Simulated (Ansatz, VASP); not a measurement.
**Zr8PN8: VASP beside Ansatz**

```
Zr N P
1.0
     0.00000    4.56270    4.56270
     4.56270    0.00000    4.56270
     4.56270    4.56270    0.00000
Zr N P
8 8 1
Direct
  0.05447 0.00491 0.97079
  0.99652 0.01099 0.49670
  0.00139 0.50071 0.99759
  0.00142 0.50056 0.50158
  0.47015 0.00490 0.97030
  0.47059 0.00490 0.55472
  0.50024 0.50032 0.00039
  0.49743 0.50071 0.50155
  0.21261 0.27263 0.25787
  0.23563 0.29353 0.73581
  0.25101 0.74239 0.25642
  0.25109 0.74235 0.75127
  0.75773 0.27268 0.25791
  0.75769 0.27263 0.71277
  0.76257 0.71383 0.26266
  0.75627 0.74238 0.75117
  0.65457 0.03551 0.15484
```

Alike in both runs: functional PBE; dispersion D3(BJ); k mesh 3 × 3 × 3; occupations gaussian, width 0.05 eV; no spin polarisation.

Ansatz relaxed the structure, and its values are those at the end. VASP's run is a single point on that final structure, the one shown.

|  | VASP | Ansatz |
| --- | --- | --- |
| version | VASP 6.6.1 | Ansatz 0.2.0 |
| potentials or method | VASP PAW PBE potentials, release 64 (Zr_sv, N, P), cutoff 520 eV | scalar-relativistic, plane waves, PAW |
| valence electrons in the cell | 141 | 141 |

Ansatz gave:

```
rms of the force components (eV/Å) : 0.004
```

Estimate VASP's values.

rms of the force components (eV/Å): 0.021.

The k mesh is coarse, so the values compare programs but aren't converged.
